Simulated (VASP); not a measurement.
# Be2C: single point with r2SCAN

Be2C:

```
CELL_PARAMETERS angstrom
2.15360 2.15360 0.00000
-2.15360 2.15360 0.00000
0.00000 2.15360 2.15360
ATOMIC_POSITIONS crystal
Be 0.25000 0.75000 0.50000
Be 0.75000 0.25000 0.50000
C 0.00000 0.00000 0.00000
```

| Property | Result |
| --- | --- |
| Program | VASP 6.6.1 |
| Task | single point |
| Functional | r2SCAN |
| Potentials or basis | VASP PAW PBE potentials, release 64 (Be, C) |
| Cutoff | 660 eV |
| k mesh | 10 × 10 × 10 |
| Occupations | gaussian, width 0.01 eV |
| Spin | no spin polarisation |

```
Pressure               : 2.8 GPa
Band gap on the k mesh : 1.53 eV (least direct gap 4.65 eV)
```

Levels at points of the mesh, in eV from the valence-band top:
| k point | band 1 | band 2 | band 3 | band 4 | band 5 | band 6 | band 7 | band 8 | band 9 |
| --- | --- | --- | --- | --- | --- | --- | --- | --- | --- |
| (0.00, 0.00, 0.00) | -16.05 | 0.00 | 0.00 | 0.00 | 4.65 | 4.65 | 4.65 | 7.58 | 14.50 |
| (0.50, 0.00, 0.00) | -13.06 | -9.17 | -1.93 | -1.93 | 5.56 | 5.56 | 7.73 | 10.90 | 15.87 |
| (0.50, 0.50, 0.00) | -12.24 | -7.19 | -4.97 | -4.97 | 1.53 | 6.28 | 14.57 | 14.57 | 16.82 |

Run time: 100 s on 1 thread of Intel Xeon 8259CL, with other jobs on the host, peak memory 0.16 GiB.

Caveat: the PAW data sets were made with another functional, which shifts forces and pressure a little. A k mesh can miss the band edges.
